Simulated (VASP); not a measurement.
# Sn (Fd-3m) in VASP: a series of runs

The runs below take Sn through single point, with r2SCAN, HSE06.

Everything below comes from runs of VASP 6.6.1. Logs are shortened: lines on timing, memory, paths and dates and some standing lists are left out, and cuts for length are marked.

## 1. The cell of the first run

Symmetry: Fd-3m, No. 227, cubic system. Conventional cell: a = 6.700 Å, b = 6.700 Å, c = 6.700 Å, α = 90.00°, β = 90.00°, γ = 90.00°. Within 3.8 Å of Sn (site symmetry -43m) lie 4 Sn at 2.90 Å.

This isn't the form of Sn at room conditions, which is tetragonal (white tin).

## 2. Single point, r2SCAN (strain +2.0%)

File POSCAR:

```
Sn
1.0
    0.0000000000      3.3501489766      3.3501489766
    3.3501489766      0.0000000000      3.3501489766
    3.3501489766      3.3501489766      0.0000000000
Sn
2
Direct
    0.0000000000      0.0000000000      0.0000000000
    0.2500000000      0.2500000000      0.2500000000
```

File INCAR.step1:

```
ALGO     = Normal         # electronic algorithm
EDIFF    = 1E-4           # SCF threshold, eV
ENCUT    = 520            # plane-wave cutoff, eV
GGA      = PE             # functional
ISMEAR   = -1             # smearing method
LASPH    = T              # aspherical terms in the spheres
LCHARG   = F              # write CHGCAR
LREAL    = F              # projectors in reciprocal space
LWAVE    = T              # write WAVECAR
NBANDS   = 21             # bands
NELM     = 80             # most SCF steps
PREC     = Accurate       # precision mode
SIGMA    = 0.02           # smearing width, eV
```

File INCAR.step2:

```
ALGO     = Normal         # electronic algorithm
EDIFF    = 1E-6           # SCF threshold, eV
ENCUT    = 520            # plane-wave cutoff, eV
ISIF     = 2              # what is computed and relaxed
ISMEAR   = -1             # smearing method
ISTART   = 1            
LASPH    = T              # aspherical terms in the spheres
LCHARG   = T              # write CHGCAR
LELF     = T              # ELF
LMIXTAU  = T            
LREAL    = F              # projectors in reciprocal space
LVHAR    = T            
LWAVE    = F              # write WAVECAR
METAGGA  = R2SCAN         # meta-GGA
NBANDS   = 21             # bands
NELM     = 80             # most SCF steps
PREC     = Accurate       # precision mode
SIGMA    = 0.02           # smearing width, eV
```

File KPOINTS:

```
k-points
0
Gamma
  6 6 6
```

Potentials or basis: VASP PAW PBE potentials, release 64 (Sn_d).

The run is started by

```console
> cat potpaw_PBE.64/Sn_d/POTCAR > POTCAR
> cp INCAR.step1 INCAR
> mpirun -np 1 vasp_std > vasp.out
> cp INCAR.step2 INCAR
> mpirun -np 1 vasp_std > vasp.out
```

OUTCAR:

```text
EDIFF = 1E-6
   ENCUT = 520
   ISIF = 2
   ISMEAR = -1
   ISTART = 1
   LASPH = T
   LREAL = F
   METAGGA = R2SCAN
   NELM = 80
   PREC = Accurate

 ion  position               nearest neighbor table
   1  0.000  0.000  0.000-   2 2.90   2 2.90   2 2.90   2 2.90
   2  0.250  0.250  0.250-   1 2.90   1 2.90   1 2.90   1 2.90

  LATTYP: Found a face centered cubic cell.
 ALAT       =     6.7002979532

  Lattice vectors:

 A1 = (   0.0000000000,   3.3501489766,   3.3501489766)
 A2 = (   3.3501489766,   0.0000000000,   3.3501489766)
 A3 = (   3.3501489766,   3.3501489766,   0.0000000000)

Analysis of symmetry for initial positions (statically):
=====================================================================
 Subroutine PRICEL returns:
 Original cell was already a primitive cell.

 Routine SETGRP: Setting up the symmetry group for a
 face centered cubic supercell.

 Subroutine GETGRP returns: Found 48 space group operations
 (whereof 24 operations were pure point group operations)
 out of a pool of 48 trial point group operations.

The static configuration has the point symmetry T_d .
 The point group associated with its full space group is O_h .

Analysis of symmetry for dynamics (positions and initial velocities):
=====================================================================
 Subroutine PRICEL returns:
 Original cell was already a primitive cell.

 Routine SETGRP: Setting up the symmetry group for a
 face centered cubic supercell.

 Subroutine GETGRP returns: Found 48 space group operations
 (whereof 24 operations were pure point group operations)
 out of a pool of 48 trial point group operations.

The dynamic configuration has the point symmetry T_d .
 The point group associated with its full space group is O_h .

 Subroutine INISYM returns: Found 48 space group operations
 (whereof 24 operations are pure point group operations),
 and found     1 'primitive' translations

----------------------------------------------------------------------------------------

                                     Primitive cell

  volume of cell :      75.2008

  direct lattice vectors                    reciprocal lattice vectors
     0.000000000  3.350148977  3.350148977    -0.149247094  0.149247094  0.149247094
     3.350148977  0.000000000  3.350148977     0.149247094 -0.149247094  0.149247094
     3.350148977  3.350148977  0.000000000     0.149247094  0.149247094 -0.149247094

  length of vectors
     4.737826119  4.737826119  4.737826119     0.258503550  0.258503550  0.258503550

  position of ions in fractional coordinates (direct lattice)
     0.000000000  0.000000000  0.000000000
     0.250000000  0.250000000  0.250000000

  ion indices of the primitive-cell ions
   primitive index   ion index
                 1           1
                 2           2

----------------------------------------------------------------------------------------

 KPOINTS: k-points

Automatic generation of k-mesh.
 Grid dimensions read from file:
 generate k-points for:    6    6    6

 Generating k-lattice:

  Cartesian coordinates                     Fractional coordinates (reciprocal lattice)
    -0.024874516  0.024874516  0.024874516     0.166666667  0.000000000  0.000000000
     0.024874516 -0.024874516  0.024874516     0.000000000  0.166666667  0.000000000
     0.024874516  0.024874516 -0.024874516     0.000000000  0.000000000  0.166666667

  Length of vectors
     0.043083925  0.043083925  0.043083925

  Shift w.r.t. Gamma in fractional coordinates (k-lattice)
     0.000000000  0.000000000  0.000000000

 Subroutine IBZKPT returns following result:
 ===========================================

 Found     16 irreducible k-points:

 Following reciprocal coordinates:
            Coordinates               Weight
  0.000000  0.000000  0.000000      1.000000
  0.166667  0.000000  0.000000      8.000000
  0.333333  0.000000  0.000000      8.000000
  0.500000  0.000000  0.000000      4.000000
  0.166667  0.166667  0.000000      6.000000
  0.333333  0.166667  0.000000     24.000000
[... 8 lines left out ...]
 -0.333333  0.333333  0.166667     24.000000
 -0.333333  0.500000  0.166667     12.000000
   k-points           NKPTS =     16   k-points in BZ     NKDIM =     16   number of bands    NBANDS=     21
   number of dos      NEDOS =    301   number of ions     NIONS =      2
   total plane-waves  NPLWV =  46656
   dimension x,y,z NGX =    36 NGY =   36 NGZ =   36
   dimension x,y,z NGXF=    72 NGYF=   72 NGZF=   72
   ions per type =               2
   NGX,Y,Z   is equivalent  to a cutoff of  12.63, 12.63, 12.63 a.u.
   NGXF,Y,Z  is equivalent  to a cutoff of  25.26, 25.26, 25.26 a.u.
 SYSTEM =  unknown system
   PREC   = accura    normal or accurate (medium, high low for compatibility)
   ISTART =      1    job   : 0-new  1-cont  2-samecut
   ICHARG =      0    charge: 1-file 2-atom 10-const
   ISPIN  =      1    spin polarized calculation?
   LNONCOLLINEAR =      F non collinear calculations
   LSORBIT =      F    spin-orbit coupling
   LASPH  =      T    aspherical Exc in radial PAW
   ENCUT  =  520.0 eV  38.22 Ry    6.18 a.u.   8.81  8.81  8.81*2*pi/ulx,y,z
   NELM   =     80;   NELMIN=  2; NELMDL=  0     # of ELM steps
   EDIFF  = 0.1E-05   stopping-criterion for ELM
   LREAL  =      F    real-space projection
   EDIFFG = 0.1E-04   stopping-criterion for IOM
   NSW    =      0    number of steps for IOM
   IBRION =     -1    ionic relax: 0-MD 1-quasi-New 2-CG
   NFREE  =      0    steps in history (QN), initial steepest desc. (CG)
   ISIF   =      2    stress and relaxation
   ISYM   =      2    0-nonsym 1-usesym 2-fastsym
   POTIM  = 0.5000    time-step for ionic-motion
   TEBEG  =    0.0;   TEEND  =   0.0 temperature during run
   PSTRESS=    0.0 pullay stress
   NELECT =      28.0000    total number of electrons
   NUPDOWN=      -1.0000    fix difference up-down
   EMIN   =  10.00;   EMAX   =-10.00  energy-range for DOS
   EFERMI =   0.00;   METHOD = LEGACY
   ISMEAR =    -1;   SIGMA  =   0.02  broadening in eV -4-tet -1-fermi 0-gaus
   EFERMI_NEDOS =   21; number of points for ismear=-14 and -15
   IALGO  =     38    algorithm
   IMIX   =      4    mixing-type and parameters
     AMIX     =   0.40;   BMIX     =  1.00
     AMIX_MAG =   1.60;   BMIX_MAG =  1.00
  volume/ion in A,a.u.               =      37.60       253.74
  Fermi-wavevector in a.u.,A,eV,Ry     =   1.177751  2.225626 18.872598  1.387097
  Thomas-Fermi vector in A             =   2.314092
   LORBIT       =      0    0 simple, 1 ext, 2 COOP (PROOUT), +10 PAW based schemes
   METAGGA = R2SCAN    functional components
   LHFCALC =     F    Hartree Fock is set to
   AEXX    =    0.0000 exact exchange contribution
   IVDW    =     0    specifies the selected vdW correction
   LEPSILON=     F    determine dielectric tensor
   LRPA    =     F    only Hartree local field effects (RPA)
 non-spin polarized calculation
  energy-cutoff  :      520.00
  volume of cell :       75.20
 maximum number of plane-waves:      2085
   NGX = 17   NGY = 17   NGZ = 17

 number of electron      28.0000017 magnetization

 Free energy of the ion-electron system (eV)
  ---------------------------------------------------
  ext. energy  EPLUGINS =         0.00000000
  ---------------------------------------------------
  free energy    TOTEN  =       -49.43308021 eV

  energy without entropy =      -49.43247758  energy(sigma->0) =      -49.43277890

 E-fermi :   4.5498     XC(G=0):  -9.1426

 val. band max:        4.2098350487   @ k =   0.1667   0.0000   0.0000
 cond. band min:       4.5520722671   @ k =   0.5000   0.0000   0.0000
 fundamental gap:      0.3422372184
 Fermi energy:         4.5498440645

 k-point     1 :       0.0000    0.0000    0.0000
  band No.  band energies     occupation
      1     -17.6240      2.00000
      2     -17.6239      2.00000
      3     -17.6239      2.00000
      4     -17.5701      2.00000
      5     -17.5701      2.00000
      6     -17.3193      2.00000
[... 13 lines left out ...]
     20      12.6529      0.00000
     21      12.6529      0.00000

 k-point     2 :       0.1667    0.0000    0.0000
  band No.  band energies     occupation
      1     -17.6369      2.00000
      2     -17.6368      2.00000
      3     -17.6185      2.00000
      4     -17.5511      2.00000
      5     -17.5511      2.00000
      6     -17.3427      2.00000
[... 13 lines left out ...]
     20      11.7416      0.00000
     21      11.7416      0.00000

 k-point     3 :       0.3333    0.0000    0.0000
  band No.  band energies     occupation
      1     -17.6501      2.00000
      2     -17.6501      2.00000
      3     -17.6071      2.00000
      4     -17.5278      2.00000
      5     -17.5278      2.00000
      6     -17.3614      2.00000
[... 13 lines left out ...]
     20      12.1177      0.00000
     21      12.1177      0.00000

 k-point     4 :       0.5000    0.0000    0.0000
  band No.  band energies     occupation
      1     -17.6540      2.00000
      2     -17.6540      2.00000
      3     -17.6011      2.00000
      4     -17.5202      2.00000
      5     -17.5202      2.00000
      6     -17.3665      2.00000
[... 13 lines left out ...]
     20      13.2232      0.00000
     21      13.5502      0.00000

 k-point     5 :       0.1667    0.1667    0.0000
  band No.  band energies     occupation
      1     -17.6360      2.00000
      2     -17.6360      2.00000
      3     -17.6294      2.00000
      4     -17.5522      2.00000
      5     -17.5296      2.00000
      6     -17.3810      2.00000
[... 13 lines left out ...]
     20      11.3697      0.00000
     21      12.9711      0.00000
[... 190 lines left out ...]
     20      13.7266      0.00000
     21      15.0872      0.00000

 k-point    14 :       0.5000    0.3333    0.1667
  band No.  band energies     occupation
      1     -17.6715      2.00000
      2     -17.6664      2.00000
      3     -17.5730      2.00000
      4     -17.5041      2.00000
      5     -17.4667      2.00000
      6     -17.4441      2.00000
[... 13 lines left out ...]
     20      12.6808      0.00000
     21      14.4208      0.00000

 k-point    15 :      -0.3333    0.3333    0.1667
  band No.  band energies     occupation
      1     -17.6827      2.00000
      2     -17.6706      2.00000
      3     -17.5459      2.00000
      4     -17.4826      2.00000
      5     -17.4588      2.00000
      6     -17.4487      2.00000
[... 13 lines left out ...]
     20      14.0217      0.00000
     21      14.2726      0.00000

 k-point    16 :      -0.3333    0.5000    0.1667
  band No.  band energies     occupation
      1     -17.6777      2.00000
      2     -17.6777      2.00000
      3     -17.5193      2.00000
      4     -17.5192      2.00000
      5     -17.4420      2.00000
      6     -17.4420      2.00000
[... 13 lines left out ...]
     20      13.5282      0.00000
     21      14.9106      0.00000

------------------------ aborting loop because EDIFF is reached ----------------------------------------

  FORCE on cell =-STRESS in cart. coord.  units (eV):
  Direction    XX          YY          ZZ          XY          YZ          ZX
  --------------------------------------------------------------------------------------
  -------------------------------------------------------------------------------------
  Total       -1.0356204     -1.0356204     -1.0356204      0.0000000      0.0000000     -0.0000000
  in kB      -22.0642329    -22.0642329    -22.0642329      0.0000000      0.0000000     -0.0000000
  external PRESSURE =     -22.0642329 kB  Pullay stress =       0.0000000 kB

 VOLUME and BASIS-vectors are now :
 -----------------------------------------------------------------------------
  energy-cutoff  :      520.00
  volume of cell :       75.20
      direct lattice vectors                 reciprocal lattice vectors
     0.000000000  3.350148977  3.350148977    -0.149247094  0.149247094  0.149247094
     3.350148977  0.000000000  3.350148977     0.149247094 -0.149247094  0.149247094
     3.350148977  3.350148977  0.000000000     0.149247094  0.149247094 -0.149247094

 POSITION                                       TOTAL-FORCE (eV/Angst)
 -----------------------------------------------------------------------------------
      0.00000      0.00000      0.00000         0.000000      0.000000      0.000000
      1.67507      1.67507      1.67507        -0.000000     -0.000000     -0.000000
 -----------------------------------------------------------------------------------
    total drift:                                0.000000      0.000000      0.000000

  FREE ENERGIE OF THE ION-ELECTRON SYSTEM (eV)
  ---------------------------------------------------
  free  energy   TOTEN  =       -49.4330802120 eV

  energy  without entropy=      -49.4324775843  energy(sigma->0) =      -49.43277890
```

It took 68 s on 1 thread of AMD EPYC 9R45 (Zen 5), shared host; peak memory 0.18 GiB.

Results:

| Quantity | Value |
| --- | --- |
| Free energy | -49.4331 eV |
| Pressure | -2.2 GPa |
| Band gap on the k mesh | zero (bands 14 and 15 overlap by 0.06 eV) |

Caveat: the cell differs from its parent crystal (strain +2.0%); the PAW data sets were made with another functional, which shifts forces and pressure a little; spin-orbit coupling is left out, which moves the levels of the heavy elements.

## 3. Single point, HSE06

This run uses another cell than the first one, of 35.43 Å³/atom.

File POSCAR:

```
Sn
1.0
    0.0000000000      3.2844597810      3.2844597810
    3.2844597810      0.0000000000      3.2844597810
    3.2844597810      3.2844597810      0.0000000000
Sn
2
Direct
    0.0000000000      0.0000000000      0.0000000000
    0.2500000000      0.2500000000      0.2500000000
```

File INCAR.step1:

```
SYSTEM = Sn
ALGO = Normal
EDIFF = 1E-5
ENCUT = 520
GGA = PE
ISIF = 2
ISMEAR = -1
LASPH = .True.
LCHARG = .False.
LREAL = .False.
LWAVE = .True.
NBANDS = 21
NELM = 60
PREC = Accurate
SIGMA = 0.02
```

File INCAR.step2:

```
SYSTEM = Sn
ALGO = Normal
EDIFF = 1E-6
ENCUT = 520
GGA = PE
HFSCREEN = 0.2079
ISIF = 2
ISMEAR = -1
ISTART = 1
LASPH = .True.
LCHARG = .False.
LHFCALC = .True.
LREAL = .False.
LWAVE = .False.
NBANDS = 21
NELM = 60
PREC = Accurate
PRECFOCK = Normal
SIGMA = 0.02
```

File KPOINTS:

```
k-points
0
Gamma
  4 4 4
  0 0 0
```

Potentials or basis: VASP PAW PBE potentials, release 64 (Sn_d).

The run is started by

```console
> cat potpaw_PBE.64/Sn_d/POTCAR > POTCAR
> cp INCAR.step1 INCAR
> mpirun -np 1 vasp_std > vasp.out
> cp INCAR.step2 INCAR
> mpirun -np 1 vasp_std > vasp.out
```

OUTCAR:

```text
SYSTEM = Sn
   EDIFF = 1E-6
   ENCUT = 520
   GGA = PE
   HFSCREEN = 0.2079
   ISIF = 2
   ISMEAR = -1
   ISTART = 1
   LASPH = .True.
   LHFCALC = .True.
   LREAL = .False.
   NELM = 60
   PREC = Accurate
   PRECFOCK = Normal

 ion  position               nearest neighbor table
   1  0.000  0.000  0.000-   2 2.84   2 2.84   2 2.84   2 2.84
   2  0.250  0.250  0.250-   1 2.84   1 2.84   1 2.84   1 2.84

  LATTYP: Found a face centered cubic cell.
 ALAT       =     6.5689195620

  Lattice vectors:

 A1 = (   0.0000000000,   3.2844597810,   3.2844597810)
 A2 = (   3.2844597810,   0.0000000000,   3.2844597810)
 A3 = (   3.2844597810,   3.2844597810,   0.0000000000)

Analysis of symmetry for initial positions (statically):
=====================================================================
 Subroutine PRICEL returns:
 Original cell was already a primitive cell.

 Routine SETGRP: Setting up the symmetry group for a
 face centered cubic supercell.

 Subroutine GETGRP returns: Found 48 space group operations
 (whereof 24 operations were pure point group operations)
[... 151 lines left out ...]
  ext. energy  EPLUGINS =         0.00000000
  ---------------------------------------------------
  free energy    TOTEN  =        -8.87103887 eV

  energy without entropy =       -8.86984540  energy(sigma->0) =       -8.87044213

 E-fermi :   5.1156     XC(G=0):  -7.2703

 val. band max:        5.1016901422   @ k =   0.0000   0.0000   0.0000
 cond. band min:       5.4288266475   @ k =   0.5000   0.0000   0.0000
 fundamental gap:      0.3271365053
 Fermi energy:         5.1155521983

 k-point     1 :       0.0000    0.0000    0.0000
  band No.  band energies     occupation
      1     -18.6915      2.00000
      2     -18.6915      2.00000
      3     -18.6915      2.00000
      4     -18.6373      2.00000
      5     -18.6373      2.00000
      6     -18.3467      2.00000
[... 181 lines left out ...]
     20      14.8144      0.00000
     21      16.0165      0.00000

------------------------ aborting loop because EDIFF is reached ----------------------------------------

  FORCE on cell =-STRESS in cart. coord.  units (eV):
  Direction    XX          YY          ZZ          XY          YZ          ZX
  --------------------------------------------------------------------------------------
  -------------------------------------------------------------------------------------
  Total        0.0827307      0.0827307      0.0827307     -0.0000000      0.0000000     -0.0000000
  in kB        1.8704901      1.8704901      1.8704901     -0.0000000      0.0000000     -0.0000000
  external PRESSURE =       1.8704901 kB  Pullay stress =       0.0000000 kB

 VOLUME and BASIS-vectors are now :
 -----------------------------------------------------------------------------
  energy-cutoff  :      520.00
  volume of cell :       70.86
      direct lattice vectors                 reciprocal lattice vectors
     0.000000000  3.284459781  3.284459781    -0.152232036  0.152232036  0.152232036
     3.284459781  0.000000000  3.284459781     0.152232036 -0.152232036  0.152232036
     3.284459781  3.284459781  0.000000000     0.152232036  0.152232036 -0.152232036

 POSITION                                       TOTAL-FORCE (eV/Angst)
 -----------------------------------------------------------------------------------
      0.00000      0.00000      0.00000        -0.000000     -0.000000     -0.000000
      1.64223      1.64223      1.64223         0.000000      0.000000      0.000000
 -----------------------------------------------------------------------------------
    total drift:                                0.000001      0.000004     -0.000001

  FREE ENERGIE OF THE ION-ELECTRON SYSTEM (eV)
  ---------------------------------------------------
  free  energy   TOTEN  =        -8.8710388663 eV

  energy  without entropy=       -8.8698453954  energy(sigma->0) =       -8.87044213
```

It took 21 min on 1 thread of AMD EPYC 9R45 (Zen 5), shared host; peak memory 0.28 GiB.

Results:

* Free energy: -8.8710 eV
* Pressure: 0.2 GPa
* Band gap on the k mesh: zero (filled and empty bands touch)

Caveat: the k points lie up to 0.41 Å⁻¹ apart; the PAW data sets were made with another functional, which shifts forces and pressure a little; spin-orbit coupling is left out, which moves the levels of the heavy elements.
